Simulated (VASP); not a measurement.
Here is a VASP 6.6.1 calculation.

The input INCAR:

```
ALGO = Normal ; EDIFF = 1E-6
ENCUT = 520 ; GGA = PE
ISIF = 2 ; ISMEAR = 0
LASPH = T ; LCHARG = F
LREAL = F ; LWAVE = F
NBANDS = 18 ; NELM = 60
PREC = Accurate ; SIGMA = 0.1
```

The input KPOINTS:

```
k-points
0
Gamma
  6 6 6
```

File POSCAR:

```
LaSc
1.0
    3.9254947744      0.0000000000      0.0000000000
    0.0000000000      3.9254947744      0.0000000000
    0.0000000000      0.0000000000      3.9254947744
La Sc
1 1
Direct
    0.0000000000      0.0000000000      0.0000000000
    0.5000000000      0.5000000000      0.5000000000
```

Potentials or basis: VASP PAW PBE potentials, release 64 (La, Sc_sv).

Run with:

```bash
$ cat potpaw_PBE.64/La/POTCAR potpaw_PBE.64/Sc_sv/POTCAR > POTCAR
$ mpirun -np 1 vasp_std > vasp.out
```

(1) What does it give for the pressure?

(2) Predict the band gap on the k mesh.

Results:

(1) 0.4 GPa.

(2) zero (band 11 reaches 6.68 eV, above the bottom of band 12 at 6.13 eV).

Caveat: spin-orbit coupling is left out, which moves the levels of the heavy elements.
